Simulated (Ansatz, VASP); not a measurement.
**Two plane-wave programs on C**

Contents of POSCAR:

```
C
1.0
    0.0000000000      1.7801035163      1.7801035163
    1.7801035163      0.0000000000      1.7801035163
    1.7801035163      1.7801035163      0.0000000000
C
2
Direct
    0.7500000000      0.7500000000      0.7500000000
    0.5000000000      0.5000000000      0.5000000000
```

File INCAR.step1:

```
  ALGO = Normal
  EDIFF = 1E-5
  ENCUT = 660
  GGA = PE
  GGA_COMPAT = False
  ISMEAR = 0
  LASPH = True
  LCHARG = False
  LREAL = False
  LWAVE = True
  NBANDS = 11
  NELM = 120
  PREC = Accurate
  SIGMA = 0.05
```

Contents of INCAR.step2:

```
  ALGO = Normal
  EDIFF = 1E-6
  ENCUT = 660
  GGA_COMPAT = False
  ISIF = 2
  ISMEAR = 0
  ISTART = 1
  LASPH = True
  LCHARG = True
  LELF = True
  LMIXTAU = True
  LREAL = False
  LVHAR = True
  LWAVE = False
  METAGGA = R2SCAN
  NBANDS = 11
  NELM = 120
  PREC = Accurate
  SIGMA = 0.05
```

File KPOINTS:

```
k-points
0
Gamma
  12 12 12
```

Input for Ansatz:

```yaml
crystal:
  lattice:
    - [0.0, 1.7801035163, 1.7801035163]
    - [1.7801035163, 0.0, 1.7801035163]
    - [1.7801035163, 1.7801035163, 0.0]
  atoms:
    - { symbol: C, position: [0.75, 0.75, 0.75] }
    - { symbol: C, position: [0.5, 0.5, 0.5] }
basis:
  ecutwfc: 500
  ecutrho_ratio: 4
kpoints:
  mp_grid: { grid: [12, 12, 12] }
hamiltonian:
  xc: r2scan
scf:
  occupations: { method: gaussian, width: 0.05 }
output:
  forces: true
  stress: true
  eigenvalues: true
```

Alike in both runs: task single point; functional r2SCAN; k mesh 12 × 12 × 12; occupations gaussian, width 0.05 eV; no spin polarisation.

```csv
,VASP,Ansatz
version,VASP 6.6.1,Ansatz 0.2.0
potentials or method,"VASP PAW PBE potentials, release 64 (C), cutoff 660 eV","scalar-relativistic, plane waves, PAW"
valence electrons in the cell,8,8
```

Ansatz gave:

* gap on the k mesh at the Fermi level (eV): 4.39
* least direct gap on the mesh (eV): 5.90
* pressure (GPa): 0.0

**Question.** What did VASP give for the same quantities?

**Answer.** gap on the k mesh at the Fermi level (eV): 4.36; least direct gap on the mesh (eV): 5.85; pressure (GPa): 0.2.

VASP's potentials were made for PBE, not for r2SCAN.
